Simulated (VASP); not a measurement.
# Sn3S5 (Pmmm) in VASP: single point with PBE

Aim: the single point of Sn3S5 with PBE.

Everything below comes from runs of VASP 6.6.1. Logs are shortened: lines on timing, memory, paths and dates and some standing lists are left out, and cuts for length are marked.

## Step 1: The cell of the first run

Symmetry: Pmmm, No. 47, orthorhombic system. Conventional cell: a = 3.660 Å, b = 3.810 Å, c = 13.458 Å, α = 90.00°, β = 90.00°, γ = 90.00°. Within 3.9 Å of Sn (site symmetry mm2) lie 8 S at 2.83 to 3.19 Å and 4 Sn at 3.66 to 3.81 Å. Within 3.9 Å of Sn (site symmetry mmm) lie 8 S at 2.64 to 3.64 Å and 4 Sn at 3.66 to 3.81 Å. S (site symmetry mmm) has 4 Sn at 2.64 Å within 3.5 Å. Within 3.5 Å of S (site symmetry mmm) lie 4 S at 2.64 Å and 4 Sn at 3.15 Å. Within 3.5 Å of S (site symmetry mmm) lie 4 S at 2.64 Å and 4 Sn at 3.19 Å. S (site symmetry mm2) has 6 Sn at 2.83 to 3.64 Å and 10 S at 3.66 to 4.06 Å within 4.1 Å.

The cell was built from a structure type or drawn by symmetry, and may not be a known phase.

## Step 2: Single point, PBE

The input, INCAR:

```
SYSTEM = Sn3S5
ALGO     = Normal         ! electronic algorithm
EDIFF    = 1E-6           ! SCF threshold, eV
ENCUT    = 520            ! plane-wave cutoff, eV
GGA      = PE             ! functional
ISIF     = 2              ! what is computed and relaxed
ISMEAR   = 0              ! smearing method
LASPH    = .TRUE.         ! aspherical terms in the spheres
LCHARG   = .FALSE.        ! write CHGCAR
LREAL    = .FALSE.        ! projectors in reciprocal space
LWAVE    = .FALSE.        ! write WAVECAR
NBANDS   = 46             ! bands
NELM     = 60             ! most SCF steps
PREC     = Accurate       ! precision mode
SIGMA    = 0.1            ! smearing width, eV
```

The input, KPOINTS:

```
k-points
0
G
  8 8 4
  0 0 0
```

The input, POSCAR:

```
Sn3S5
1.0
    3.6595732519      0.0000000000      0.0000000000
    0.0000000000      3.8102215792      0.0000000000
    0.0000000000      0.0000000000     13.4584688197
Sn S
3 5
Direct
    0.5000000000      0.0000000000      0.8097213372
    0.5000000000      0.0000000000      0.1902786628
    0.5000000000      0.5000000000      0.5000000000
    0.0000000000      0.0000000000      0.5000000000
    0.0000000000      0.0000000000      0.0000000000
    0.5000000000      0.5000000000      0.0000000000
    0.0000000000      0.5000000000      0.7336440990
    0.0000000000      0.5000000000      0.2663559010
```

Potentials or basis: VASP PAW PBE potentials, release 64 (Sn_d, S).

On the command line:

```console
$ cat potpaw_PBE.64/Sn_d/POTCAR potpaw_PBE.64/S/POTCAR > POTCAR
$ mpirun -np 1 vasp_std > vasp.out
```

OUTCAR:

```text
SYSTEM = Sn3S5
   EDIFF = 1E-6
   ENCUT = 520
   GGA = PE
   ISIF = 2
   ISMEAR = 0
   LASPH = .TRUE.
   LREAL = .FALSE.
   NELM = 60
   PREC = Accurate

 ion  position               nearest neighbor table
   1  0.500  0.000  0.810-   7 2.83   7 2.83   7 2.83   7 2.83   5 3.15   5 3.15   6 3.19   6 3.19

   2  0.500  0.000  0.190-   8 2.83   8 2.83   8 2.83   8 2.83   5 3.15   5 3.15   6 3.19   6 3.19

   3  0.500  0.500  0.500-   4 2.64   4 2.64   4 2.64   4 2.64
   4  0.000  0.000  0.500-   3 2.64   3 2.64   3 2.64   3 2.64
   5  0.000  0.000  0.000-   6 2.64   6 2.64   6 2.64   6 2.64   1 3.15   2 3.15   1 3.15   2 3.15

   6  0.500  0.500  0.000-   5 2.64   5 2.64   5 2.64   5 2.64   2 3.19   2 3.19   1 3.19   1 3.19

   7  0.000  0.500  0.734-   1 2.83   1 2.83   1 2.83   1 2.83
   8  0.000  0.500  0.266-   2 2.83   2 2.83   2 2.83   2 2.83

  LATTYP: Found a simple orthorhombic cell.
 ALAT       =     3.6595732519
 B/A-ratio  =     1.0411655450
 C/A-ratio  =     3.6776060741

  Lattice vectors:

 A1 = (   3.6595732519,   0.0000000000,   0.0000000000)
 A2 = (   0.0000000000,   3.8102215792,   0.0000000000)
 A3 = (   0.0000000000,   0.0000000000,  13.4584688197)

Analysis of symmetry for initial positions (statically):
=====================================================================
 Subroutine PRICEL returns:
 Original cell was already a primitive cell.

 Routine SETGRP: Setting up the symmetry group for a
 simple orthorhombic supercell.

 Subroutine GETGRP returns: Found  8 space group operations
 (whereof  8 operations were pure point group operations)
 out of a pool of  8 trial point group operations.

The static configuration has the point symmetry D_2h.

Analysis of symmetry for dynamics (positions and initial velocities):
=====================================================================
 Subroutine PRICEL returns:
 Original cell was already a primitive cell.

 Routine SETGRP: Setting up the symmetry group for a
 simple orthorhombic supercell.

 Subroutine GETGRP returns: Found  8 space group operations
 (whereof  8 operations were pure point group operations)
 out of a pool of  8 trial point group operations.

The dynamic configuration has the point symmetry D_2h.

 Subroutine INISYM returns: Found  8 space group operations
 (whereof  8 operations are pure point group operations),
 and found     1 'primitive' translations

----------------------------------------------------------------------------------------

                                     Primitive cell

  volume of cell :     187.6620

  direct lattice vectors                    reciprocal lattice vectors
     3.659573252  0.000000000  0.000000000     0.273255905  0.000000000  0.000000000
     0.000000000  3.810221579  0.000000000     0.000000000  0.262451928  0.000000000
     0.000000000  0.000000000 13.458468820     0.000000000  0.000000000  0.074302658

  length of vectors
     3.659573252  3.810221579 13.458468820     0.273255905  0.262451928  0.074302658

  position of ions in fractional coordinates (direct lattice)
     0.500000000  0.000000000  0.809721337
     0.500000000  0.000000000  0.190278663
     0.500000000  0.500000000  0.500000000
     0.000000000  0.000000000  0.500000000
     0.000000000  0.000000000  0.000000000
     0.500000000  0.500000000  0.000000000
     0.000000000  0.500000000  0.733644099
     0.000000000  0.500000000  0.266355901

  ion indices of the primitive-cell ions
   primitive index   ion index
                 1           1
                 2           2
                 3           3
                 4           4
                 5           5
                 6           6
                 7           7
                 8           8

----------------------------------------------------------------------------------------

 KPOINTS: k-points

Automatic generation of k-mesh.
 Grid dimensions read from file:
 generate k-points for:    8    8    4

 Generating k-lattice:

  Cartesian coordinates                     Fractional coordinates (reciprocal lattice)
     0.034156988  0.000000000  0.000000000     0.125000000  0.000000000  0.000000000
     0.000000000  0.032806491  0.000000000     0.000000000  0.125000000  0.000000000
     0.000000000  0.000000000  0.018575664     0.000000000  0.000000000  0.250000000

  Length of vectors
     0.034156988  0.032806491  0.018575664

  Shift w.r.t. Gamma in fractional coordinates (k-lattice)
     0.000000000  0.000000000  0.000000000

 Subroutine IBZKPT returns following result:
 ===========================================

 Found     75 irreducible k-points:

 Following reciprocal coordinates:
            Coordinates               Weight
  0.000000  0.000000  0.000000      1.000000
  0.125000  0.000000  0.000000      2.000000
  0.250000  0.000000  0.000000      2.000000
  0.375000  0.000000  0.000000      2.000000
  0.500000  0.000000  0.000000      1.000000
  0.000000  0.125000  0.000000      2.000000
[... 16 lines left out ...]
  0.250000  0.500000  0.000000      2.000000
  0.375000  0.500000  0.000000      2.000000
 [... further k-points ...]
   k-points           NKPTS =     75   k-points in BZ     NKDIM =     75   number of bands    NBANDS=     46
   number of dos      NEDOS =    301   number of ions     NIONS =      8
   total plane-waves  NPLWV =  78400
   dimension x,y,z NGX =    28 NGY =   28 NGZ =  100
   dimension x,y,z NGXF=    56 NGYF=   56 NGZF=  200
   ions per type =               3   5
   NGX,Y,Z   is equivalent  to a cutoff of  12.72, 12.22, 12.35 a.u.
   NGXF,Y,Z  is equivalent  to a cutoff of  25.44, 24.43, 24.71 a.u.
 SYSTEM =  Sn3S5
   PREC   = accura    normal or accurate (medium, high low for compatibility)
   ISTART =      0    job   : 0-new  1-cont  2-samecut
   ICHARG =      2    charge: 1-file 2-atom 10-const
   ISPIN  =      1    spin polarized calculation?
   LNONCOLLINEAR =      F non collinear calculations
   LSORBIT =      F    spin-orbit coupling
   LASPH  =      T    aspherical Exc in radial PAW
   ENCUT  =  520.0 eV  38.22 Ry    6.18 a.u.   6.80  7.08 25.02*2*pi/ulx,y,z
   NELM   =     60;   NELMIN=  2; NELMDL= -5     # of ELM steps
   EDIFF  = 0.1E-05   stopping-criterion for ELM
   LREAL  =      F    real-space projection
   EDIFFG = 0.1E-04   stopping-criterion for IOM
   NSW    =      0    number of steps for IOM
   IBRION =     -1    ionic relax: 0-MD 1-quasi-New 2-CG
   NFREE  =      0    steps in history (QN), initial steepest desc. (CG)
   ISIF   =      2    stress and relaxation
   ISYM   =      2    0-nonsym 1-usesym 2-fastsym
   POTIM  = 0.5000    time-step for ionic-motion
   TEBEG  =    0.0;   TEEND  =   0.0 temperature during run
   PSTRESS=    0.0 pullay stress
   NELECT =      72.0000    total number of electrons
   NUPDOWN=      -1.0000    fix difference up-down
   EMIN   =  10.00;   EMAX   =-10.00  energy-range for DOS
   EFERMI =   0.00;   METHOD = LEGACY
   ISMEAR =     0;   SIGMA  =   0.10  broadening in eV -4-tet -1-fermi 0-gaus
   EFERMI_NEDOS =   21; number of points for ismear=-14 and -15
   IALGO  =     38    algorithm
   IMIX   =      4    mixing-type and parameters
     AMIX     =   0.40;   BMIX     =  1.00
     AMIX_MAG =   1.60;   BMIX_MAG =  1.00
  volume/ion in A,a.u.               =      23.46       158.30
  Fermi-wavevector in a.u.,A,eV,Ry     =   1.189580  2.247980 19.253603  1.415100
  Thomas-Fermi vector in A             =   2.325684
   LORBIT       =      0    0 simple, 1 ext, 2 COOP (PROOUT), +10 PAW based schemes
   GGA     = PE    functional components
   LHFCALC =     F    Hartree Fock is set to
   AEXX    =    0.0000 exact exchange contribution
   IVDW    =     0    specifies the selected vdW correction
   LEPSILON=     F    determine dielectric tensor
   LRPA    =     F    only Hartree local field effects (RPA)
 non-spin polarized calculation
 Gauss-broadening in eV      SIGMA  =   0.10
  energy-cutoff  :      520.00
  volume of cell :      187.66
 maximum number of plane-waves:      5096
 NGX is ok and might be reduce to    28
   NGX = 13   NGY = 15   NGZ = 51

 number of electron      72.0000009 magnetization

 Free energy of the ion-electron system (eV)
  ---------------------------------------------------
  ext. energy  EPLUGINS =         0.00000000
  ---------------------------------------------------
  free energy    TOTEN  =       -32.37566388 eV

  energy without entropy =      -32.35396427  energy(sigma->0) =      -32.36481407

 E-fermi :   5.8217     XC(G=0):  -9.7504

 val. band max:        5.8197052638   @ k =   0.1250   0.3750   0.2500
 cond. band min:       5.8266722093   @ k =   0.1250   0.1250   0.5000
 fundamental gap:      0.0069669455
 Fermi energy:         5.8217050431

 k-point     1 :       0.0000    0.0000    0.0000
  band No.  band energies     occupation
      1     -16.0741      2.00000
      2     -15.9727      2.00000
      3     -15.9682      2.00000
      4     -15.9401      2.00000
      5     -15.9082      2.00000
      6     -15.6892      2.00000
[... 38 lines left out ...]
     45      10.6665      0.00000
     46      11.0523      0.00000

 k-point     2 :       0.1250    0.0000    0.0000
  band No.  band energies     occupation
      1     -16.0676      2.00000
      2     -15.9723      2.00000
      3     -15.9714      2.00000
      4     -15.9330      2.00000
      5     -15.9141      2.00000
      6     -15.6851      2.00000
[... 38 lines left out ...]
     45      10.6277      0.00000
     46      10.8596      0.00000

 k-point     3 :       0.2500    0.0000    0.0000
  band No.  band energies     occupation
      1     -16.0535      2.00000
      2     -15.9790      2.00000
      3     -15.9715      2.00000
      4     -15.9282      2.00000
      5     -15.9144      2.00000
      6     -15.6777      2.00000
[... 1018 lines left out ...]
     45      10.8392      0.00000
     46      11.1107      0.00000

 k-point    24 :       0.3750    0.5000    0.0000
  band No.  band energies     occupation
      1     -16.0173      2.00000
      2     -16.0039      2.00000
      3     -15.9842      2.00000
      4     -15.9842      2.00000
      5     -15.8573      2.00000
      6     -15.6574      2.00000
[... 38 lines left out ...]
     45      10.3879      0.00000
     46      11.0410      0.00000

 [... further k-points ...]

------------------------ aborting loop because EDIFF is reached ----------------------------------------

  FORCE on cell =-STRESS in cart. coord.  units (eV):
  Direction    XX          YY          ZZ          XY          YZ          ZX
  --------------------------------------------------------------------------------------
  -------------------------------------------------------------------------------------
  Total       -0.0399380     -0.0428101     -0.0819549     -0.0000000      0.0000000      0.0000000
  in kB       -0.3409732     -0.3654943     -0.6996953     -0.0000000      0.0000000      0.0000000
  external PRESSURE =      -0.4687209 kB  Pullay stress =       0.0000000 kB

 VOLUME and BASIS-vectors are now :
 -----------------------------------------------------------------------------
  energy-cutoff  :      520.00
  volume of cell :      187.66
      direct lattice vectors                 reciprocal lattice vectors
     3.659573252  0.000000000  0.000000000     0.273255905  0.000000000  0.000000000
     0.000000000  3.810221579  0.000000000     0.000000000  0.262451928  0.000000000
     0.000000000  0.000000000 13.458468820     0.000000000  0.000000000  0.074302658

 POSITION                                       TOTAL-FORCE (eV/Angst)
 -----------------------------------------------------------------------------------
      1.82979      0.00000     10.89761         0.000000     -0.000000      0.001946
      1.82979      0.00000      2.56086         0.000000     -0.000000     -0.001946
      1.82979      1.90511      6.72923         0.000000     -0.000000      0.000000
      0.00000      0.00000      6.72923         0.000000     -0.000000      0.000000
      0.00000      0.00000      0.00000         0.000000     -0.000000      0.000000
      1.82979      1.90511      0.00000         0.000000     -0.000000      0.000000
      0.00000      1.90511      9.87373         0.000000     -0.000000     -0.008549
      0.00000      1.90511      3.58474         0.000000      0.000000      0.008549
 -----------------------------------------------------------------------------------
    total drift:                                0.000000     -0.000000      0.000000

  FREE ENERGIE OF THE ION-ELECTRON SYSTEM (eV)
  ---------------------------------------------------
  free  energy   TOTEN  =       -32.3756638808 eV

  energy  without entropy=      -32.3539642688  energy(sigma->0) =      -32.36481407
```

Run time: 15 min. Hardware: 1 thread of Intel Xeon 8259CL, shared host; peak memory 0.58 GiB.

Results:

- Free energy: -32.3757 eV
- Pressure: 0.0 GPa
- Largest force: 0.009 eV/Å
- Band gap on the k mesh: zero (bands 36 and 37 overlap by 0.57 eV)

Forces in eV/Å, atoms in the order of the input:
```
Sn   0.000  0.000  0.002
Sn   0.000  0.000 -0.002
Sn   0.000  0.000  0.000
S    0.000  0.000  0.000
S    0.000  0.000  0.000
S    0.000  0.000  0.000
S    0.000  0.000 -0.009
S    0.000  0.000  0.009
```

Levels at points of the mesh, in eV from the Fermi level:
| k point | band 33 | band 34 | band 35 | band 36 | band 37 | band 38 | band 39 | band 40 |
| --- | --- | --- | --- | --- | --- | --- | --- | --- |
| (0.00, 0.00, 0.00) | -1.82 | -1.24 | -0.68 | -0.48 | 1.34 | 2.03 | 2.25 | 3.06 |
| (0.50, 0.00, 0.00) | -1.30 | -1.23 | -0.94 | -0.51 | -0.33 | 1.17 | 1.22 | 1.34 |
| (0.00, 0.50, 0.00) | -1.42 | -1.06 | -1.06 | -0.49 | 0.72 | 1.09 | 1.49 | 1.78 |
| (0.50, 0.50, 0.00) | -2.27 | -1.76 | -1.66 | -1.41 | 0.68 | 1.50 | 2.64 | 2.80 |
| (0.00, 0.00, 0.50) | -1.86 | -1.23 | -0.67 | -0.51 | 1.37 | 2.03 | 2.25 | 3.00 |
| (0.50, 0.00, 0.50) | -1.46 | -1.28 | -1.24 | -0.96 | 0.25 | 1.00 | 1.39 | 1.39 |
| (0.00, 0.50, 0.50) | -1.44 | -1.08 | -1.05 | -0.23 | 0.54 | 0.63 | 1.57 | 1.78 |
| (0.50, 0.50, 0.50) | -2.20 | -1.82 | -1.66 | -1.52 | 0.77 | 1.24 | 2.42 | 3.00 |

Caveat: semilocal functionals underestimate gaps, so a narrow gap can read as zero; spin-orbit coupling is left out, which moves the levels of the heavy elements.
